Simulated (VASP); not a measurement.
Wanted: the native input for a VASP 6.6.1 run.

* Task: single point
* Functional: PBE
* Potentials or basis: VASP PAW PBE potentials, release 64 (Pt, Se, S)
* Cutoff: 520 eV
* k mesh: 3 × 3 × 3
* Occupations: gaussian, width 0.1 eV
* Spin: no spin polarisation
* Dipole correction: no
* Further INCAR settings: ALGO = Normal; EDIFF = 1e-06; NBANDS = 25

The structure of PtSeS3 lies in POSCAR:

```
PtSeS3
1.0
    3.0048687051      1.7348617576      3.2955314338
   -3.0048687051      1.7348617576      3.2955314338
    0.0000000000     -3.4697235096      3.2955314368
Pt Se S
1 1 3
Direct
    0.0000000000      0.0000000000      0.0000000000
    0.5000000000      0.5000000000      0.5000000000
    0.5000000000      0.0979334473      0.9020665527
    0.0979334473      0.9020665527      0.5000000000
    0.9020665527      0.5000000000      0.0979334473
```

One way to write it, as run:

INCAR

```
PREC = Accurate ; ENCUT = 520
EDIFF = 1E-6 ; ISMEAR = 0
SIGMA = 0.1 ; LREAL = False
LASPH = True ; NELM = 60
ALGO = Normal ; ISIF = 2
LWAVE = False ; LCHARG = False
GGA = PE ; NBANDS = 25
```

KPOINTS

```
regular mesh
0
Gamma
  3 3 3
```

Potentials or basis: VASP PAW PBE potentials, release 64 (Pt, Se, S).

Launch:

```sh
$ cat potpaw_PBE.64/Pt/POTCAR potpaw_PBE.64/Se/POTCAR potpaw_PBE.64/S/POTCAR > POTCAR
$ mpirun -np 1 vasp_std > vasp.out
```

It gave:

```yaml
Pressure: 0.0 GPa
Band_gap_on_the_k_mesh: zero (band 17 reaches 5.17 eV, above the bottom of band 18 at 4.69 eV)
```

Caveat: the k points lie up to 0.45 Å⁻¹ apart; spin-orbit coupling is left out, which moves the levels of the heavy elements.

Run time: 11 s on 1 thread of Intel(R) Xeon(R) 6975P-C (Granite Rapids) (shared host), peak memory 0.21 GiB.
